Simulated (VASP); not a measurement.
# InSb (I4/mmm) in VASP: a series of runs

The runs below take InSb through single point, with PBE.

Everything below comes from runs of VASP 6.6.1. Logs are shortened: lines on timing, memory, paths and dates and some standing lists are left out, and cuts for length are marked.

## Step 1: The cell of the first run

Symmetry: I4/mmm, No. 139, tetragonal system. The conventional cell has a = 4.240 Å, b = 4.240 Å, c = 6.458 Å, α = 90.00°, β = 90.00°, γ = 90.00°. Within 3.9 Å of In (site symmetry 4/mmm) lie 6 Sb at 3.00 to 3.23 Å. Sb (site symmetry 4/mmm) has 6 In at 3.00 to 3.23 Å within 3.9 Å.

## Step 2: Single point, PBE

INCAR reads:

```
SYSTEM = InSb
PREC = Accurate ; ENCUT = 520
EDIFF = 1E-6 ; ISMEAR = 0
SIGMA = 0.15 ; LREAL = .False.
LASPH = .True. ; NELM = 60
ALGO = Normal ; ISIF = 2
LWAVE = .False. ; LCHARG = .False.
GGA = PE ; NBANDS = 16
```

KPOINTS reads:

```
Automatic mesh
0
Gamma
  12 12 12
  0 0 0
```

POSCAR reads:

```
InSb
1.0
    0.0000000000      2.9983042030      3.2289429878
    2.9983042030      0.0000000000      3.2289429878
    2.9983042030      2.9983042030      0.0000000000
In Sb
1 1
Direct
    0.0000000000      0.0000000000      0.0000000000
    0.5000000000      0.5000000000      0.5000000000
```

Potentials or basis: VASP PAW PBE potentials, release 64 (In_d, Sb).

The run is started by

```console
$ cat potpaw_PBE.64/In_d/POTCAR potpaw_PBE.64/Sb/POTCAR > POTCAR
$ mpirun -np 1 vasp_std > vasp.out
```

OUTCAR:

```text
SYSTEM = InSb
   PREC = Accurate
   ENCUT = 520
   EDIFF = 1E-6
   ISMEAR = 0
   LREAL = .False.
   LASPH = .True.
   NELM = 60
   ISIF = 2
   GGA = PE

 ion  position               nearest neighbor table
   1  0.000  0.000  0.000-   2 3.00   2 3.00   2 3.00   2 3.00   2 3.23   2 3.23
   2  0.500  0.500  0.500-   1 3.00   1 3.00   1 3.00   1 3.00   1 3.23   1 3.23

  LATTYP: Found a body centered tetragonal cell.
 ALAT       =     4.2402424680
 C/A-ratio  =     1.5229992210

  Lattice vectors:

 A1 = (  -2.9983042030,   0.0000000000,   3.2289429878)
 A2 = (   2.9983042030,   0.0000000000,   3.2289429878)
 A3 = (   0.0000000000,   2.9983042030,  -3.2289429878)

Analysis of symmetry for initial positions (statically):
=====================================================================
 Subroutine PRICEL returns:
 Original cell was already a primitive cell.

 Routine SETGRP: Setting up the symmetry group for a
 body centered tetragonal supercell.

 Subroutine GETGRP returns: Found 16 space group operations
 (whereof 16 operations were pure point group operations)
 out of a pool of 16 trial point group operations.

The static configuration has the point symmetry D_4h.

Analysis of symmetry for dynamics (positions and initial velocities):
=====================================================================
 Subroutine PRICEL returns:
 Original cell was already a primitive cell.

 Routine SETGRP: Setting up the symmetry group for a
 body centered tetragonal supercell.

 Subroutine GETGRP returns: Found 16 space group operations
 (whereof 16 operations were pure point group operations)
 out of a pool of 16 trial point group operations.

The dynamic configuration has the point symmetry D_4h.

 Subroutine INISYM returns: Found 16 space group operations
 (whereof 16 operations are pure point group operations),
 and found     1 'primitive' translations

----------------------------------------------------------------------------------------

                                     Primitive cell

  volume of cell :      58.0553

  direct lattice vectors                    reciprocal lattice vectors
     0.000000000  2.998304203  3.228942988    -0.166760931  0.166760931  0.154849436
     2.998304203  0.000000000  3.228942988     0.166760931 -0.166760931  0.154849436
     2.998304203  2.998304203  0.000000000     0.166760931  0.166760931 -0.154849436

  length of vectors
     4.406347797  4.406347797  4.240242468     0.282128985  0.282128985  0.282128985

  position of ions in fractional coordinates (direct lattice)
     0.000000000  0.000000000  0.000000000
     0.500000000  0.500000000  0.500000000

  ion indices of the primitive-cell ions
   primitive index   ion index
                 1           1
                 2           2

----------------------------------------------------------------------------------------

 KPOINTS: Automatic mesh

Automatic generation of k-mesh.
 Grid dimensions read from file:
 generate k-points for:   12   12   12

 Generating k-lattice:

  Cartesian coordinates                     Fractional coordinates (reciprocal lattice)
    -0.013896744  0.013896744  0.012904120     0.083333333  0.000000000  0.000000000
     0.013896744 -0.013896744  0.012904120     0.000000000  0.083333333  0.000000000
     0.013896744  0.013896744 -0.012904120     0.000000000  0.000000000  0.083333333

  Length of vectors
     0.023510749  0.023510749  0.023510749

  Shift w.r.t. Gamma in fractional coordinates (k-lattice)
     0.000000000  0.000000000  0.000000000

 Subroutine IBZKPT returns following result:
 ===========================================

 Found    163 irreducible k-points:

 Following reciprocal coordinates:
            Coordinates               Weight
  0.000000  0.000000  0.000000      1.000000
  0.083333  0.000000  0.000000      8.000000
  0.166667  0.000000  0.000000      8.000000
  0.250000  0.000000  0.000000      8.000000
  0.333333 -0.000000  0.000000      8.000000
  0.416667  0.000000  0.000000      8.000000
[... 16 lines left out ...]
  0.500000  0.166667  0.000000      8.000000
 -0.416667  0.166667  0.000000      8.000000
 [... further k-points ...]
   k-points           NKPTS =    163   k-points in BZ     NKDIM =    163   number of bands    NBANDS=     16
   number of dos      NEDOS =    301   number of ions     NIONS =      2
   total plane-waves  NPLWV =  41472
   dimension x,y,z NGX =    36 NGY =   36 NGZ =   32
   dimension x,y,z NGXF=    72 NGYF=   72 NGZF=   64
   ions per type =               1   1
   NGX,Y,Z   is equivalent  to a cutoff of  13.58, 13.58, 12.55 a.u.
   NGXF,Y,Z  is equivalent  to a cutoff of  27.16, 27.16, 25.09 a.u.
 SYSTEM =  InSb
   PREC   = accura    normal or accurate (medium, high low for compatibility)
   ISTART =      0    job   : 0-new  1-cont  2-samecut
   ICHARG =      2    charge: 1-file 2-atom 10-const
   ISPIN  =      1    spin polarized calculation?
   LNONCOLLINEAR =      F non collinear calculations
   LSORBIT =      F    spin-orbit coupling
   LASPH  =      T    aspherical Exc in radial PAW
   ENCUT  =  520.0 eV  38.22 Ry    6.18 a.u.   8.19  8.19  7.88*2*pi/ulx,y,z
   NELM   =     60;   NELMIN=  2; NELMDL= -5     # of ELM steps
   EDIFF  = 0.1E-05   stopping-criterion for ELM
   LREAL  =      F    real-space projection
   EDIFFG = 0.1E-04   stopping-criterion for IOM
   NSW    =      0    number of steps for IOM
   IBRION =     -1    ionic relax: 0-MD 1-quasi-New 2-CG
   NFREE  =      0    steps in history (QN), initial steepest desc. (CG)
   ISIF   =      2    stress and relaxation
   ISYM   =      2    0-nonsym 1-usesym 2-fastsym
   POTIM  = 0.5000    time-step for ionic-motion
   TEBEG  =    0.0;   TEEND  =   0.0 temperature during run
   PSTRESS=    0.0 pullay stress
   NELECT =      18.0000    total number of electrons
   NUPDOWN=      -1.0000    fix difference up-down
   EMIN   =  10.00;   EMAX   =-10.00  energy-range for DOS
   EFERMI =   0.00;   METHOD = LEGACY
   ISMEAR =     0;   SIGMA  =   0.15  broadening in eV -4-tet -1-fermi 0-gaus
   EFERMI_NEDOS =   21; number of points for ismear=-14 and -15
   IALGO  =     38    algorithm
   IMIX   =      4    mixing-type and parameters
     AMIX     =   0.40;   BMIX     =  1.00
     AMIX_MAG =   1.60;   BMIX_MAG =  1.00
  volume/ion in A,a.u.               =      29.03       195.89
  Fermi-wavevector in a.u.,A,eV,Ry     =   1.108031  2.093874 16.704305  1.227732
  Thomas-Fermi vector in A             =   2.244553
   LORBIT       =      0    0 simple, 1 ext, 2 COOP (PROOUT), +10 PAW based schemes
   GGA     = PE    functional components
   LHFCALC =     F    Hartree Fock is set to
   AEXX    =    0.0000 exact exchange contribution
   IVDW    =     0    specifies the selected vdW correction
   LEPSILON=     F    determine dielectric tensor
   LRPA    =     F    only Hartree local field effects (RPA)
 non-spin polarized calculation
 Gauss-broadening in eV      SIGMA  =   0.15
  energy-cutoff  :      520.00
  volume of cell :       58.06
 maximum number of plane-waves:      1581
 NGX is ok and might be reduce to    36

 number of electron      18.0000000 magnetization

 Free energy of the ion-electron system (eV)
  ---------------------------------------------------
  ext. energy  EPLUGINS =         0.00000000
  ---------------------------------------------------
  free energy    TOTEN  =        -6.62279221 eV

  energy without entropy =       -6.60818210  energy(sigma->0) =       -6.61548716

 E-fermi :   6.5912     XC(G=0):  -9.7036

 val. band max:        6.5855666418   @ k =   0.2500   0.0000   0.0000
 cond. band min:       6.6025015114   @ k =  -0.1667   0.1667   0.0833
 fundamental gap:      0.0169348696
 Fermi energy:         6.5912120141

 k-point     1 :       0.0000    0.0000    0.0000
  band No.  band energies     occupation
      1      -7.8555      2.00000
      2      -7.8548      2.00000
      3      -7.8317      2.00000
      4      -7.8153      2.00000
      5      -7.8153      2.00000
      6      -4.3288      2.00000
[... 8 lines left out ...]
     15      13.3000      0.00000
     16      13.3000      0.00000

 k-point     2 :       0.0833    0.0000    0.0000
  band No.  band energies     occupation
      1      -7.8581      2.00000
      2      -7.8553      2.00000
      3      -7.8301      2.00000
      4      -7.8152      2.00000
      5      -7.8141      2.00000
      6      -4.2560      2.00000
[... 8 lines left out ...]
     15      13.0599      0.00000
     16      13.1277      0.00000

 k-point     3 :       0.1667    0.0000    0.0000
  band No.  band energies     occupation
      1      -7.8654      2.00000
      2      -7.8576      2.00000
      3      -7.8256      2.00000
      4      -7.8144      2.00000
      5      -7.8104      2.00000
      6      -4.0406      2.00000
[... 8 lines left out ...]
     15      13.3425      0.00000
     16      13.4888      0.00000

 k-point     4 :       0.2500    0.0000    0.0000
  band No.  band energies     occupation
      1      -7.8758      2.00000
      2      -7.8620      2.00000
      3      -7.8220      2.00000
      4      -7.8097      2.00000
      5      -7.8051      2.00000
      6      -3.6938      2.00000
[... 8 lines left out ...]
     15      14.1118      0.00000
     16      14.1180      0.00000
[... 324 lines left out ...]
 k-point    22 :       0.4167    0.1667    0.0000
  band No.  band energies     occupation
      1      -7.8949      2.00000
      2      -7.8723      2.00000
      3      -7.8261      2.00000
      4      -7.8008      2.00000
      5      -7.7924      2.00000
      6      -2.9522      2.00000
[... 8 lines left out ...]
     15      16.3449      0.00000
     16      16.6183      0.00000

 k-point    23 :       0.5000    0.1667    0.0000
  band No.  band energies     occupation
      1      -7.8916      2.00000
      2      -7.8832      2.00000
      3      -7.8202      2.00000
      4      -7.8006      2.00000
      5      -7.7908      2.00000
      6      -2.5459      2.00000
[... 8 lines left out ...]
     15      16.9664      0.00000
     16      17.0265      0.00000

 k-point    24 :      -0.4167    0.1667    0.0000
  band No.  band energies     occupation
      1      -7.8913      2.00000
      2      -7.8845      2.00000
      3      -7.8172      2.00000
      4      -7.7993      2.00000
      5      -7.7921      2.00000
      6      -2.4027      2.00000
[... 8 lines left out ...]
     15      15.9669      0.00000
     16      16.0113      0.00000

 [... further k-points ...]

------------------------ aborting loop because EDIFF is reached ----------------------------------------

  FORCE on cell =-STRESS in cart. coord.  units (eV):
  Direction    XX          YY          ZZ          XY          YZ          ZX
  --------------------------------------------------------------------------------------
  -------------------------------------------------------------------------------------
  Total        0.8102707      0.8102707     -1.0142820      0.0000000      0.0000000     -0.0000000
  in kB       22.3613983     22.3613983    -27.9915880      0.0000000      0.0000000     -0.0000000
  external PRESSURE =       5.5770695 kB  Pullay stress =       0.0000000 kB

 VOLUME and BASIS-vectors are now :
 -----------------------------------------------------------------------------
  energy-cutoff  :      520.00
  volume of cell :       58.06
      direct lattice vectors                 reciprocal lattice vectors
     0.000000000  2.998304203  3.228942988    -0.166760931  0.166760931  0.154849436
     2.998304203  0.000000000  3.228942988     0.166760931 -0.166760931  0.154849436
     2.998304203  2.998304203  0.000000000     0.166760931  0.166760931 -0.154849436

 POSITION                                       TOTAL-FORCE (eV/Angst)
 -----------------------------------------------------------------------------------
      0.00000      0.00000      0.00000        -0.000000     -0.000000     -0.000000
      2.99830      2.99830      3.22894         0.000000      0.000000      0.000000
 -----------------------------------------------------------------------------------
    total drift:                               -0.000000      0.000000      0.000000

  FREE ENERGIE OF THE ION-ELECTRON SYSTEM (eV)
  ---------------------------------------------------
  free  energy   TOTEN  =        -6.6227922095 eV

  energy  without entropy=       -6.6081821027  energy(sigma->0) =       -6.61548716
```

Wall time 66 s (1 thread of Intel Xeon Platinum 8488C (Sapphire Rapids), shared host); peak memory 0.31 GiB.

Results:

```
Free energy            : -6.6228 eV
Pressure               : 0.6 GPa
Band gap on the k mesh : zero (bands 9 and 10 overlap by 2.57 eV)
```

Stress tensor (GPa, compression positive):
```
 2.24  0.00  0.00
 0.00  2.24  0.00
 0.00  0.00 -2.80
```

Caveat: the cell differs from its parent crystal (strain +e along x and -e along y +0.0000, strain +e along z and -e/2 along x and y +0.0500); spin-orbit coupling is left out, which moves the levels of the heavy elements.

## Step 3: Single point, PBE

This run uses another cell than the first one, of the same volume but with other edges.

INCAR reads:

```
PREC = Accurate
ENCUT = 520
EDIFF = 1E-6
ISMEAR = 0
SIGMA = 0.15
LREAL = False
LASPH = True
NELM = 80
ALGO = Normal
ISIF = 2
LWAVE = False
LCHARG = False
GGA = PE
NBANDS = 16
```

KPOINTS reads:

```
regular mesh
0
Gamma
  12 12 12
```

POSCAR reads:

```
InSb
1.0
    0.0000000000      3.1520633928      2.9214246080
    3.1520633928      0.0000000000      2.9214246080
    3.1520633928      3.1520633928      0.0000000000
In Sb
1 1
Direct
    0.0000000000      0.0000000000      0.0000000000
    0.5000000000      0.5000000000      0.5000000000
```

Potentials or basis: VASP PAW PBE potentials, release 64 (In_d, Sb).

The run is started by

```console
$ cat potpaw_PBE.64/In_d/POTCAR potpaw_PBE.64/Sb/POTCAR > POTCAR
$ mpirun -np 1 vasp_std > vasp.out
```

OUTCAR:

```text
PREC = Accurate
   ENCUT = 520
   EDIFF = 1E-6
   ISMEAR = 0
   LREAL = False
   LASPH = True
   NELM = 80
   ISIF = 2
   GGA = PE

 ion  position               nearest neighbor table
   1  0.000  0.000  0.000-   2 2.92   2 2.92   2 3.15   2 3.15   2 3.15   2 3.15
   2  0.500  0.500  0.500-   1 2.92   1 2.92   1 3.15   1 3.15   1 3.15   1 3.15

  LATTYP: Found a body centered tetragonal cell.
 ALAT       =     4.4576907996
 C/A-ratio  =     1.3107345212

  Lattice vectors:

 A1 = (   0.0000000000,  -3.1520633928,  -2.9214246080)
 A2 = (   0.0000000000,   3.1520633928,  -2.9214246080)
 A3 = (   3.1520633928,   0.0000000000,   2.9214246080)

Analysis of symmetry for initial positions (statically):
=====================================================================
 Subroutine PRICEL returns:
 Original cell was already a primitive cell.

 Routine SETGRP: Setting up the symmetry group for a
 body centered tetragonal supercell.

 Subroutine GETGRP returns: Found 16 space group operations
 (whereof 16 operations were pure point group operations)
 out of a pool of 16 trial point group operations.

[... 161 lines left out ...]

 E-fermi :   6.5767     XC(G=0):  -9.7041

 val. band max:        6.5731350822   @ k =   0.3333   0.2500   0.0000
 cond. band min:       6.5819204637   @ k =  -0.3333   0.5000   0.1667
 fundamental gap:      0.0087853815
 Fermi energy:         6.5766921328

 k-point     1 :       0.0000    0.0000    0.0000
  band No.  band energies     occupation
      1      -7.8744      2.00000
      2      -7.8382      2.00000
      3      -7.8276      2.00000
      4      -7.8276      2.00000
      5      -7.8051      2.00000
      6      -4.3275      2.00000
[... 433 lines left out ...]
      3      -7.8152      2.00000
      4      -7.7959      2.00000
      5      -7.7929      2.00000
      6      -2.3757      2.00000
[... 8 lines left out ...]
     15      15.7096      0.00000
     16      15.8532      0.00000

 [... further k-points ...]

------------------------ aborting loop because EDIFF is reached ----------------------------------------

  FORCE on cell =-STRESS in cart. coord.  units (eV):
  Direction    XX          YY          ZZ          XY          YZ          ZX
  --------------------------------------------------------------------------------------
  -------------------------------------------------------------------------------------
  Total       -0.6192825     -0.6192825      1.9972170      0.0000000      0.0000000      0.0000000
  in kB      -17.0916836    -17.0916836     55.1215321      0.0000000      0.0000000      0.0000000
  external PRESSURE =       6.9793883 kB  Pullay stress =       0.0000000 kB

 VOLUME and BASIS-vectors are now :
 -----------------------------------------------------------------------------
  energy-cutoff  :      520.00
  volume of cell :       58.05
      direct lattice vectors                 reciprocal lattice vectors
     0.000000000  3.152063393  2.921424608    -0.158626251  0.158626251  0.171149376
     3.152063393  0.000000000  2.921424608     0.158626251 -0.158626251  0.171149376
     3.152063393  3.152063393  0.000000000     0.158626251  0.158626251 -0.171149376

 POSITION                                       TOTAL-FORCE (eV/Angst)
 -----------------------------------------------------------------------------------
      0.00000      0.00000      0.00000         0.000000      0.000000      0.000000
      3.15206      3.15206      2.92142        -0.000000     -0.000000      0.000000
 -----------------------------------------------------------------------------------
    total drift:                                0.000000     -0.000000     -0.000000

  FREE ENERGIE OF THE ION-ELECTRON SYSTEM (eV)
  ---------------------------------------------------
  free  energy   TOTEN  =        -6.6055136692 eV

  energy  without entropy=       -6.5896013133  energy(sigma->0) =       -6.59755749
```

OSZICAR:

```text
N       E                     dE             d eps       ncg     rms          rms(c)
DAV:   1     0.108685486564E+03    0.10869E+03   -0.80300E+03  5232   0.117E+03
DAV:   2    -0.143217468473E+00   -0.10883E+03   -0.10562E+03  5832   0.285E+02
DAV:   3    -0.649189202552E+01   -0.63487E+01   -0.62954E+01  6880   0.687E+01
DAV:   4    -0.665505108287E+01   -0.16316E+00   -0.16312E+00  6472   0.121E+01
DAV:   5    -0.666205345501E+01   -0.70024E-02   -0.70022E-02  7704   0.206E+00    0.327E+00
DAV:   6    -0.660734935738E+01    0.54704E-01   -0.10955E-01  7032   0.531E+00    0.183E+00
DAV:   7    -0.660515308617E+01    0.21963E-02   -0.27291E-02  7688   0.188E+00    0.530E-01
DAV:   8    -0.660541056288E+01   -0.25748E-03   -0.27208E-03  6576   0.651E-01    0.131E-01
DAV:   9    -0.660551294928E+01   -0.10239E-03   -0.22721E-04  7160   0.153E-01    0.554E-02
DAV:  10    -0.660551099203E+01    0.19572E-05   -0.12210E-05  7296   0.289E-02    0.232E-02
DAV:  11    -0.660551338901E+01   -0.23970E-05   -0.54399E-06  6568   0.227E-02    0.106E-02
DAV:  12    -0.660551366915E+01   -0.28014E-06   -0.20388E-07  4024   0.405E-03
   1 F= -.66055137E+01 E0= -.65975575E+01  d E =-.159124E-01
```

stdout:

```text
POSCAR found type information on POSCAR InSb
 POSCAR found :  2 types and       2 ions
 scaLAPACK will be used
 LDA part: xc-table for (Slater+PW92), standard interpolation
 POSCAR, INCAR and KPOINTS ok, starting setup
 FFT: planning ... GRIDC
 FFT: planning ... GRID_SOFT
 FFT: planning ... GRID
 WAVECAR not read
 entering main loop
```

It took 60 s on 1 thread of Intel Xeon Platinum 8488C (Sapphire Rapids), shared host; peak memory 0.3 GiB.

Results:

| Property | Result |
| --- | --- |
| Free energy | -6.6055 eV |
| Pressure | 0.7 GPa |
| Band gap on the k mesh | zero (bands 9 and 10 overlap by 2.83 eV) |

Levels at points of the mesh, in eV from the Fermi level:
```
           k point  band 7  band 8  band 9  band 10  band 11  band 12
(0.00, 0.00, 0.00)   -0.57   -0.46    0.23     0.23     5.34     5.34
(0.50, 0.00, 0.00)   -6.38    0.16    0.45     1.95     2.23     3.04
(0.50, 0.50, 0.00)   -4.39   -3.73   -2.29    -2.29     3.06     8.01
(0.50, 0.00, 0.50)   -4.36   -3.06   -2.39    -1.55     3.39     7.15
```

Caveat: the cell differs from its parent crystal (strain +e along x and -e along y +0.0000, strain +e along z and -e/2 along x and y -0.0500); spin-orbit coupling is left out, which moves the levels of the heavy elements.
